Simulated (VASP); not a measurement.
IrO2, 6 atoms in the cell. It takes space group P4_2/mnm (No. 136, tetragonal). Conventional cell: a = 4.503 Å, b = 4.503 Å, c = 3.172 Å, α = 90.00°, β = 90.00°, γ = 90.00°. Ir (site symmetry mmm) has 6 O at 1.96 to 2.00 Å within 2.6 Å. Within 2.6 Å of O (site symmetry m2m) lie 3 Ir at 1.96 to 2.00 Å and 1 O at 2.44 Å. 

```yaml
Program: VASP 6.6.1
Task: single point
Functional: PBE
Dispersion: D3(BJ)
Potentials_or_basis: VASP PAW PBE potentials, release 64 (Ir, O)
Cutoff: 600 eV
k_mesh: 8 × 8 × 12
Occupations: gaussian, width 0.1 eV
Spin: no spin polarisation
Dipole_correction: no
Further_INCAR_settings: ALGO = Normal; EDIFF = 1e-06; NBANDS = 30
```

Potentials or basis: VASP PAW PBE potentials, release 64 (Ir, O).

Run with:

```console
$ cat potpaw_PBE.64/Ir/POTCAR potpaw_PBE.64/O/POTCAR > POTCAR
$ mpirun -np 1 vasp_std > vasp.out
```

Hardware: 1 thread of AMD EPYC 9R45 96-Core Processor (Zen 5), with other jobs on the host.

Q: How long does it take, and how much memory?

A: It took 2.2 min on 1 thread of AMD EPYC 9R45 96-Core Processor (Zen 5), with other jobs on the host, peak memory 0.31 GiB. Counts: scf iterations 13, k points 105.
